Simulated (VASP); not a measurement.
# MgO (P6_3/mmc) in VASP: further runs, part 2 of 3

VASP 6.6.1. Earlier steps stand in the parts before.

## (4) Vibrations by perturbation theory, LDA

This run uses another cell than the first one, of 10.14 Å³/atom.

INCAR

```
ALGO = Normal
EDIFF = 1E-8
ENCUT = 520
IBRION = 8
ISIF = 2
ISMEAR = 0
LASPH = True
LCHARG = False
LEPSILON = True
LREAL = False
LWAVE = False
NELM = 100
NSW = 1
PREC = Accurate
SIGMA = 0.01
```

KPOINTS

```
k-points
0
Gamma
  12 12 6
```

POSCAR

```
MgO
1.0
    3.3902420020      0.0000000000      0.0000000000
   -1.6951210010      2.9360356988      0.0000000000
    0.0000000000      0.0000000000      4.0747144261
Mg O
2 2
Direct
    0.6666666667      0.3333333333      0.7500000000
    0.3333333333      0.6666666667      0.2500000000
    0.6666666667      0.3333333333      0.2500000000
    0.3333333333      0.6666666667      0.7500000000
```

Potentials or basis: VASP PAW LDA potentials, release 64 (Mg, O).

Started as:

```bash
$ cat potpaw_LDA.64/Mg/POTCAR potpaw_LDA.64/O/POTCAR > POTCAR
$ mpirun -np 1 vasp_std > vasp.out
```

OUTCAR:

```text
EDIFF = 1E-8
   ENCUT = 520
   IBRION = 8
   ISIF = 2
   ISMEAR = 0
   LASPH = True
   LEPSILON = True
   LREAL = False
   NELM = 100
   NSW = 1
   PREC = Accurate

 ion  position               nearest neighbor table
   1  0.667  0.333  0.750-   4 1.96   4 1.96   4 1.96   3 2.04   3 2.04   2 2.83   2 2.83   2 2.83
                             2 2.83   2 2.83   2 2.83
   2  0.333  0.667  0.250-   3 1.96   3 1.96   3 1.96   4 2.04   4 2.04   1 2.83   1 2.83   1 2.83
                             1 2.83   1 2.83   1 2.83
   3  0.667  0.333  0.250-   2 1.96   2 1.96   2 1.96   1 2.04   1 2.04
   4  0.333  0.667  0.750-   1 1.96   1 1.96   1 1.96   2 2.04   2 2.04

  LATTYP: Found a hexagonal cell.
 ALAT       =     3.3902420020
 C/A-ratio  =     1.2018948570

  Lattice vectors:

 A1 = (   3.3902420020,   0.0000000000,   0.0000000000)
 A2 = (  -1.6951210010,   2.9360356988,   0.0000000000)
 A3 = (   0.0000000000,   0.0000000000,   4.0747144261)

Analysis of symmetry for initial positions (statically):
=====================================================================
 Subroutine PRICEL returns:
 Original cell was already a primitive cell.

 Routine SETGRP: Setting up the symmetry group for a
 hexagonal supercell.

 Subroutine GETGRP returns: Found 24 space group operations
 (whereof 12 operations were pure point group operations)
 out of a pool of 24 trial point group operations.

The static configuration has the point symmetry D_3d.
 The point group associated with its full space group is D_6h.

Analysis of symmetry for dynamics (positions and initial velocities):
=====================================================================
 Subroutine PRICEL returns:
 Original cell was already a primitive cell.

 Routine SETGRP: Setting up the symmetry group for a
 hexagonal supercell.

 Subroutine GETGRP returns: Found 24 space group operations
 (whereof 12 operations were pure point group operations)
 out of a pool of 24 trial point group operations.

The dynamic configuration has the point symmetry D_3d.
 The point group associated with its full space group is D_6h.

 Subroutine INISYM returns: Found 24 space group operations
 (whereof 12 operations are pure point group operations),
 and found     1 'primitive' translations

----------------------------------------------------------------------------------------

                                     Primitive cell
[... 601 lines left out ...]
 ------------------------------------------------------
           2.915031     0.000000     0.000000
          -0.000000     2.915031     0.000000
           0.000000     0.000000     2.908000
 ------------------------------------------------------

 PIEZOELECTRIC TENSOR (including local field effects)  for field in x, y, z        (e  Angst)
          XX          YY          ZZ          XY          YZ          ZX
  --------------------------------------------------------------------------------
  x     0.00000     0.00000     0.00000     0.00000     0.00000     0.00000
  y     0.00000     0.00000     0.00000     0.00000     0.00000     0.00000
  z     0.00000     0.00000     0.00000     0.00000     0.00000     0.00000

 PIEZOELECTRIC TENSOR (including local field effects)  for field in x, y, z        (C/m^2)
          XX          YY          ZZ          XY          YZ          ZX
  --------------------------------------------------------------------------------
  x     0.00000     0.00000     0.00000     0.00000     0.00000     0.00000
  y     0.00000     0.00000     0.00000     0.00000     0.00000     0.00000
  z     0.00000     0.00000     0.00000     0.00000     0.00000     0.00000

 BORN EFFECTIVE CHARGES (including local field effects) (in |e|, cummulative output)
 ---------------------------------------------------------------------------------
 ion    1
    1     1.74698    -0.00000     0.00000
    2     0.00000     1.74698     0.00000
    3    -0.00000    -0.00000     1.96426
 ion    2
    1     1.74698     0.00000     0.00000
    2     0.00000     1.74698     0.00000
    3    -0.00000     0.00000     1.96426
 ion    3
    1    -1.74698     0.00000     0.00000
    2     0.00000    -1.74698     0.00000
    3    -0.00000     0.00000    -1.96426
 ion    4
    1    -1.74698     0.00000     0.00000
    2     0.00000    -1.74698     0.00000
    3     0.00000     0.00000    -1.96426

 INTERNAL STRAIN TENSOR FOR ION    4 for displacements in x,y,z  (eV/Angst):
          X           Y           Z          XY          YZ          ZX
  --------------------------------------------------------------------------------
  x     0.00000     0.00000     0.00000   -11.85493     0.00000     0.00000
  y   -11.85493    11.85493    -0.00000     0.00000     0.00000     0.00000
  z     0.00000     0.00000    -0.00000     0.00000    -0.00000    -0.00000

 SECOND DERIVATIVES (NOT SYMMETRIZED)
 ------------------------------------
               1X          1Y          1Z          2X          2Y          2Z          3X          3Y          3Z          4X          4Y          4Z
  1X   -13.049649    0.000000    0.000000    1.642722    0.000000    0.000000    1.675915    0.000000    0.000000    9.731012    0.000000    0.000000
  1Y     0.000000  -13.049649    0.000000    0.000000    1.642722    0.000000    0.000000    1.675915    0.000000    0.000000    9.731012    0.000000
  1Z     0.000000    0.000000  -12.858900    0.000000   -0.000000    5.814222    0.000000    0.000000    5.053402    0.000000   -0.000000    1.991276
  2X     1.642722    0.000000    0.000000  -13.049649    0.000000    0.000000    9.731012    0.000000    0.000000    1.675915    0.000000    0.000000
  2Y     0.000000    1.642722    0.000000    0.000000  -13.049649    0.000000    0.000000    9.731012    0.000000    0.000000    1.675915    0.000000
  2Z     0.000000   -0.000000    5.814222    0.000000    0.000000  -12.858900    0.000000   -0.000000    1.991276    0.000000    0.000000    5.053402
  3X     1.678040    0.000000    0.000000    9.731703    0.000000    0.000000  -13.468651    0.000000    0.000000    2.058907    0.000000    0.000000
  3Y     0.000000    1.678040    0.000000    0.000000    9.731703    0.000000    0.000000  -13.468651    0.000000    0.000000    2.058907    0.000000
  3Z     0.000000    0.000000    5.031916    0.000000    0.000000    1.995900    0.000000    0.000000  -13.670584   -0.000000    0.000000    6.642768
  4X     9.731703    0.000000    0.000000    1.678040    0.000000    0.000000    2.058907    0.000000    0.000000  -13.468651    0.000000    0.000000
  4Y     0.000000    9.731703    0.000000    0.000000    1.678040    0.000000    0.000000    2.058907    0.000000    0.000000  -13.468651    0.000000
  4Z     0.000000    0.000000    1.995900    0.000000    0.000000    5.031916   -0.000000    0.000000    6.642768    0.000000    0.000000  -13.670584

 Eigenvectors and eigenvalues of the dynamical matrix
 ----------------------------------------------------

   1 f  =   17.916594 THz   112.573279 2PiTHz  597.633239 cm-1    74.097045 meV
             X         Y         Z           dx          dy          dz
      1.695121  0.978679  3.056036    -0.000000   -0.000000    0.192941
     -0.000000  1.957357  1.018679     0.000000    0.000000   -0.192941
      1.695121  0.978679  1.018679    -0.000000   -0.000000   -0.680275
     -0.000000  1.957357  3.056036     0.000000    0.000000    0.680275
[... 71 lines left out ...]
  12 f/i=    0.007827 THz     0.049181 2PiTHz    0.261093 cm-1     0.032371 meV
             X         Y         Z           dx          dy          dz
      1.695121  0.978679  3.056036    -0.000000    0.000000    0.548841
     -0.000000  1.957357  1.018679    -0.000000    0.000000    0.548841
      1.695121  0.978679  1.018679    -0.000000    0.000000    0.445840
     -0.000000  1.957357  3.056036    -0.000000    0.000000    0.445840

--------------------------------------------------------------------------------------------------------

 MACROSCOPIC STATIC DIELECTRIC TENSOR IONIC CONTRIBUTION
 ------------------------------------------------------
           2.387035    -0.000000     0.000000
          -0.000000     2.387035    -0.000000
           0.000000    -0.000000     4.892863
 ------------------------------------------------------

 ELASTIC MODULI CONTR FROM IONIC RELAXATION (kBar)
 Direction    XX          YY          ZZ          XY          YZ          ZX
 --------------------------------------------------------------------------------
 XX        -862.2136    862.2136     -0.0000     -0.0000     -0.0000     -0.0000
 YY         862.2136   -862.2136      0.0000      0.0000      0.0000      0.0000
 ZZ          -0.0000      0.0000     -0.0000     -0.0000     -0.0000     -0.0000
 XY          -0.0000      0.0000     -0.0000   -862.2136     -0.0000      0.0000
 YZ          -0.0000      0.0000     -0.0000     -0.0000     -0.0000     -0.0000
 ZX          -0.0000      0.0000     -0.0000      0.0000     -0.0000     -0.0000
 --------------------------------------------------------------------------------

 PIEZOELECTRIC TENSOR IONIC CONTR  for field in x, y, z        (C/m^2)
          XX          YY          ZZ          XY          YZ          ZX
  --------------------------------------------------------------------------------
  x    -0.00000     0.00000    -0.00000    -0.00000     0.00000     0.00000
  y    -0.00000     0.00000    -0.00000    -0.00000     0.00000     0.00000
  z    -0.00000     0.00000    -0.00000     0.00000     0.00000    -0.00000
```

Run time: 12 min. Hardware: 1 thread of Intel Xeon 8259CL, shared host; peak memory 0.47 GiB.

Results:

| Property | Result |
| --- | --- |
| Electronic dielectric tensor (diagonal) | 2.92, 2.92, 2.91 |
| Born charges (mean of the diagonal) | Mg +1.82; O -1.82 e |
| Highest phonon frequency at Γ, LO-TO splitting left out | 598 cm⁻¹ |

Phonon frequencies in cm⁻¹ (negative: imaginary):
```tsv
q point	frequencies
(0.000, 0.000, 0.000)	0 0 0 304 304 444 445 567 567 580 580 598
```

Electronic dielectric tensor:
```
2.92 0.00 0.00
0.00 2.92 0.00
0.00 0.00 2.91
```

Born effective charge tensors (e):
atom 1, Mg
```
1.75 0.00 0.00
0.00 1.75 0.00
0.00 0.00 1.96
```
atom 2, Mg
```
1.75 0.00 0.00
0.00 1.75 0.00
0.00 0.00 1.96
```
atom 3, O
```
-1.75  0.00  0.00
 0.00 -1.75  0.00
 0.00  0.00 -1.96
```
atom 4, O
```
-1.75  0.00  0.00
 0.00 -1.75  0.00
 0.00  0.00 -1.96
```

Caveat: the cell stands under pressure or tension, which shifts response properties.

[end of part 2 of 3]
